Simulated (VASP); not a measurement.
A run of VASP 6.6.1:

Contents of INCAR:

```
SYSTEM = YGaC2N2
  PREC = Accurate
  ENCUT = 520
  EDIFF = 1E-6
  ISMEAR = 0
  SIGMA = 0.1
  LREAL = .False.
  LASPH = .True.
  NELM = 60
  ALGO = Normal
  ISIF = 2
  LWAVE = .False.
  LCHARG = .True.
  GGA = PE
  LELF = .True.
  LVHAR = .True.
  NBANDS = 30
```

KPOINTS

```
regular mesh
0
Gamma
  6 6 2
  0 0 0
```

Contents of POSCAR:

```
YGaC2N2
1.0
    3.3403046414     -0.2675752192     -0.2855226538
   -1.4269050676      3.3820547901     -0.1386059419
   -1.2411586721     -2.1925427910      7.6550585036
Y Ga C N
1 1 2 2
Direct
    0.5000000000      0.5000000000      0.5000000000
    0.0000000000      0.0000000000      0.0000000000
    0.4079053685     -0.0037812809      0.8206127541
    0.5920946315      1.0037812809      0.1793872459
    0.3441798409      0.0241098770      0.6640302486
    0.6558201591      0.9758901230      0.3359697514
```

Potentials or basis: VASP PAW PBE potentials, release 64 (Y_sv, Ga_d, C, N).

Launch:

```console
$ cat potpaw_PBE.64/Y_sv/POTCAR potpaw_PBE.64/Ga_d/POTCAR potpaw_PBE.64/C/POTCAR potpaw_PBE.64/N/POTCAR > POTCAR
$ mpirun -np 1 vasp_std > vasp.out
```

Hardware: 1 thread of Intel(R) Xeon(R) 6975P-C (Granite Rapids), on a shared host.

**Question.** Estimate the wall time of this run.

**Answer.** Run time: 58 s on 1 thread of Intel(R) Xeon(R) 6975P-C (Granite Rapids), with other jobs on the host, peak memory 0.28 GiB. Counts: scf iterations 14, k points 40.
